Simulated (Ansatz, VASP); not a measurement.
## Lu in VASP and in Ansatz

```
CELL_PARAMETERS angstrom
3.38239 0.00000 0.00000
-1.69120 2.92924 0.00000
0.00000 0.00000 5.25241
ATOMIC_POSITIONS crystal
Lu 0.33333 0.66667 0.25000
Lu 0.66667 0.33333 0.75000
```

Alike in both runs: task single point; functional LDA; k mesh 11 × 11 × 6; occupations gaussian, width 0.1 eV; no spin polarisation.

|  | VASP | Ansatz |
| --- | --- | --- |
| version | VASP 6.6.1 | Ansatz 0.2.0 |
| potentials or method | VASP PAW PBE potentials, release 64 (Lu), cutoff 520 eV | plane waves (420 eV) with PAW, scalar-relativistic |
| valence electrons in the cell | 50 | 50 |

|  | VASP | Ansatz | Ansatz less VASP |
| --- | --- | --- | --- |
| pressure (GPa) | 0.0 | -0.2 | -0.22 |
| traceless stress, the component that is largest in VASP (GPa) | -0.29 | -0.27 | +0.013 |

VASP's potentials were made for PBE, not for LDA, and Ansatz warns of the same on its side. LDA's correlation is that of Perdew and Zunger in VASP and of Perdew and Wang (1992) in Ansatz.

Spin-orbit coupling is off throughout.
